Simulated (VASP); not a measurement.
Crystal: Sn.

```
Sn
1.0
    -1.89465    1.89465    1.89465
     1.89465   -1.89465    1.89465
     1.89465    1.89465   -1.89465
Sn
1
Direct
  0.00000 0.00000 0.00000
```

This isn't the form of Sn at room conditions, which is tetragonal (white tin).

Base run:

- Program: VASP 6.6.1
- Functional: LDA
- Potentials or basis: VASP PAW LDA potentials, release 64 (Sn_d)
- Cutoff: 500 eV
- k mesh: 8 × 8 × 8
- Occupations: fermi-dirac, width 0.1 eV
- Spin: no spin polarisation

Its results: band gap on the k mesh zero (bands 7 and 8 overlap by 10.09 eV); pressure -3.0 GPa.

The run is repeated on the same cell with these changes: k mesh from 8 × 8 × 8 to 4 × 4 × 4. What comes out?

Band gap on the k mesh zero (bands 7 and 8 overlap by 9.24 eV); pressure -3.5 GPa.

Caveats: some runs use coarse meshes; spin-orbit coupling is left out, which moves the levels of the heavy elements; the cell stands under tension (at least some runs).
